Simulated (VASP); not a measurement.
SnO2, 3 atoms in the cell. It takes space group R3m (No. 160, trigonal). Conventional cell: a = 3.234 Å, b = 3.234 Å, c = 14.402 Å, α = 90.00°, β = 90.00°, γ = 120.00°. Within 2.7 Å of Sn (site symmetry 3m) lie 6 O at 2.06 to 2.20 Å. Within 2.9 Å of O (site symmetry 3m) lie 3 Sn at 2.20 Å and 3 O at 2.76 Å. O (site symmetry 3m) has 3 Sn at 2.06 Å and 3 O at 2.76 Å within 2.8 Å.  This cell differs from its parent crystal: atom 1 (Sn) moved by (+0.000, -0.150) A along y and z.

```yaml
Program: VASP 6.6.1
Task: single point
Functional: LDA
Potentials_or_basis: VASP PAW LDA potentials, release 64 (Sn_d, O)
Cutoff: 520 eV
k_mesh: 12 × 12 × 12
Occupations: gaussian, width 0.05 eV
Spin: no spin polarisation
Dipole_correction: no
Further_INCAR_settings: ALGO = Normal; EDIFF = 1e-06; NBANDS = 20
```

Potentials or basis: VASP PAW LDA potentials, release 64 (Sn_d, O).

The run is started by

```bash
$ cat potpaw_LDA.64/Sn_d/POTCAR potpaw_LDA.64/O/POTCAR > POTCAR
$ mpirun -np 1 vasp_std > vasp.out
```

Hardware: 1 thread of AMD EPYC 9R45 96-Core Processor (Zen 5), on a shared host.

Q: Estimate the wall time of this run.

A: It took 2.8 min on 1 thread of AMD EPYC 9R45 96-Core Processor (Zen 5), with other jobs on the host, peak memory 0.27 GiB. Counts: scf iterations 14, k points 189.
